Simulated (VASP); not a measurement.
# Mo: single point with r2SCAN

The system is Mo.

```xyz
4
Lattice="2.7515 0.0000 0.0000 -1.3758 2.3829 0.0000 0.0000 0.0000 9.7224" Properties=species:S:1:pos:R:3 pbc="T T T"
Mo    1.3758    2.3829    9.7224
Mo    2.7515    0.0000    4.8612
Mo    0.0000    1.5886    2.4306
Mo    1.3758    0.7943    7.2918
```

This isn't the form of Mo at room conditions, which is bcc.

| Item | Value |
| --- | --- |
| Program | VASP 6.6.1 |
| Task | single point |
| Functional | r2SCAN |
| Potentials or basis | VASP PAW PBE potentials, release 64 (Mo_sv) |
| Cutoff | 520 eV |
| k mesh | 13 × 13 × 4 |
| Occupations | fermi-dirac, width 0.1 eV |
| Spin | no spin polarisation |

* Pressure: 1.0 GPa
* Band gap on the k mesh: zero (bands 28 and 29 overlap by 1.86 eV)

Stress tensor (GPa, compression positive):
```
1.07 0.00 0.00
0.00 1.07 0.00
0.00 0.00 0.88
```

Levels at points of the mesh, in eV from the Fermi level:
```tsv
k point	band 26	band 27	band 28	band 29	band 30	band 31
(0.00, 0.00, 0.00)	-0.66	-0.66	-0.42	-0.42	-0.27	-0.27
(0.00, 0.00, 0.50)	-0.68	-0.67	-0.67	-0.40	-0.40	-0.40
```

Wall time 8.5 min on 1 thread of Intel Xeon 8259CL, on a shared host, peak memory 0.24 GiB.

Caveat: the PAW data sets were made with another functional, which shifts forces and pressure a little.
